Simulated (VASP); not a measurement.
Crystal: MgO (Periclase).

```xyz
2
Lattice="0.0000 2.1085 2.1085 2.1085 0.0000 2.1085 2.1085 2.1085 0.0000" Properties=species:S:1:pos:R:3 pbc="T T T"
Mg    0.0000    0.0000    0.0000
O     2.1085    2.1085    2.1085
```

```yaml
Program: VASP 6.6.1
Task: relaxation of cell and atoms
Functional: revPBE
Dispersion: D3(BJ)
Potentials_or_basis: VASP PAW PBE potentials, release 64 (Mg, O)
Cutoff: 600 eV
k_mesh: 5 × 5 × 5
Occupations: gaussian, width 0.01 eV
Spin: no spin polarisation
```

At the start: pressure -3.4 GPa; volume 9.37 Å³/atom.

Problem. Where does the relaxation end?

Solution. Over 3 steps the energy falls by 2.2 meV/atom and the volume is 9.17 Å³/atom (-2.2 %); space group Fm-3m (No. 225, to 0.05 Å).

Step by step:
```tsv
step	energy change (eV)	largest force (eV/Å)	pressure (GPa)	volume (Å³)
1	0.0000	0.0000	-3.39	18.75
2	-0.0039	0.0000	1.17	18.21
3	-0.0044	0.0000	0.01	18.34
```

Final structure:
```cif
data_structure
_symmetry_space_group_name_H-M 'P 1'
_symmetry_Int_Tables_number 1
_cell_length_a 2.9603
_cell_length_b 2.9603
_cell_length_c 2.9603
_cell_angle_alpha 60.000
_cell_angle_beta 60.000
_cell_angle_gamma 60.000
_cell_volume 18.34
loop_
_atom_site_label
_atom_site_type_symbol
_atom_site_fract_x
_atom_site_fract_y
_atom_site_fract_z
_atom_site_occupancy
Mg1 Mg 0.00000 0.00000 0.00000 1
O1 O 0.50000 0.50000 0.50000 1
```

Caveat: the k points lie up to 0.52 Å⁻¹ apart in the final cell; the PAW data sets were made with another functional, which shifts forces and pressure a little.
